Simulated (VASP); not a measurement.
A run of VASP 6.6.1 is set up as follows.

INCAR

```
SYSTEM = Al3Sb2P
  PREC = Accurate
  ENCUT = 520
  EDIFF = 1E-7
  ISMEAR = 0
  SIGMA = 0.1
  LREAL = .False.
  LASPH = .True.
  NELM = 60
  ALGO = Normal
  ISIF = 2
  LWAVE = .False.
  LCHARG = .False.
  GGA = PE
  NBANDS = 21
```

KPOINTS

```
regular mesh
0
Gamma
  4 4 4
  0 0 0
```

POSCAR

```
Al3Sb2P
1.0
    2.1184487200     -7.1152245500      0.0000000000
    2.1184487200      7.1152245500      0.0000000000
    0.0000000000      0.0000000000      4.3842680800
Al Sb P
3 2 1
Direct
    0.5000000000      0.5000000000      0.5000000000
    0.3150000000      0.6850000000      0.0000000000
    0.6850000000      0.3150000000      0.0000000000
    0.1250000000      0.8750000000      0.5000000000
    0.8750000000      0.1250000000      0.5000000000
    0.0000000000      0.0000000000      0.0000000000
```

Potentials or basis: VASP PAW PBE potentials, release 64 (Al, Sb, P).

The run is started by

```sh
$ cat potpaw_PBE.64/Al/POTCAR potpaw_PBE.64/Sb/POTCAR potpaw_PBE.64/P/POTCAR > POTCAR
$ mpirun -np 1 vasp_std > vasp.out
```

(1) What does it give for the pressure?

(2) Estimate the largest force.

## Answers

(1) 0.9 GPa.

(2) 1.251 eV/Å.

Caveat: the k points lie up to 0.39 Å⁻¹ apart; forces of over 1 eV/Å act on the atoms, so gaps and moduli don't describe the material at rest.
